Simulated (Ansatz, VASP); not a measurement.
LiCl: VASP beside Ansatz

```xyz
2
Lattice="0.0000 2.5754 2.5754 2.5754 0.0000 2.5754 2.5754 2.5754 0.0000" Properties=species:S:1:pos:R:3 pbc="T T T"
Li    2.5754    2.5754    2.5754
Cl    0.0000    0.0000    0.0000
```

Alike in both runs: functional PBE; k mesh 8 × 8 × 8; occupations gaussian, width 0.02 eV; no spin polarisation.

Ansatz relaxed the structure, and its values are those at the end. VASP's run is a single point on that final structure, the one shown.

```csv
,VASP,Ansatz
version,VASP 6.6.1,Ansatz 0.2.0
potentials or method,"VASP PAW PBE potentials, release 64 (Li_sv, Cl), cutoff 520 eV","scalar-relativistic, plane waves, PAW"
valence electrons in the cell,10,10
```

Ansatz gave:

```
gap on the k mesh at the Fermi level (eV) : 6.26
least direct gap on the mesh (eV)         : 6.26
```

Q: Which values does VASP return?

A: gap on the k mesh at the Fermi level (eV): 6.27; least direct gap on the mesh (eV): 6.27.

The functional is the same, so the differences come from potentials, cutoffs and numerics.

Noted on VASP's run: the cutoff is short for stress, so the pressure is rough.
